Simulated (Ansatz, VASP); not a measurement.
One calculation of Ag, two programs

```
CELL_PARAMETERS angstrom
0.00000 1.99966 1.99966
1.99966 0.00000 1.99966
1.99966 1.99966 0.00000
ATOMIC_POSITIONS crystal
Ag 0.00000 0.00000 0.00000
```

Alike in both runs: task single point; functional LDA; k mesh 13 × 13 × 13; occupations fermi-dirac, width 0.2 eV; no spin polarisation.

```csv
,VASP,Ansatz
version,VASP 6.6.1,Ansatz 0.2.0
potentials or method,"VASP PAW LDA potentials, release 64 (Ag), cutoff 520 eV","plane waves (420 eV) with PAW, scalar-relativistic"
valence electrons in the cell,11,19
```

|  | VASP | Ansatz | Ansatz less VASP |
| --- | --- | --- | --- |
| pressure (GPa) | 0.3 | 0.2 | -0.15 |

Ansatz warns that its potentials were made for another functional, while VASP's fit it. LDA's correlation is that of Perdew and Zunger in VASP and of Perdew and Wang (1992) in Ansatz. VASP's potentials hold 11 valence electrons a cell and Ansatz's 19, so a difference there can come from the potentials and not from the codes.
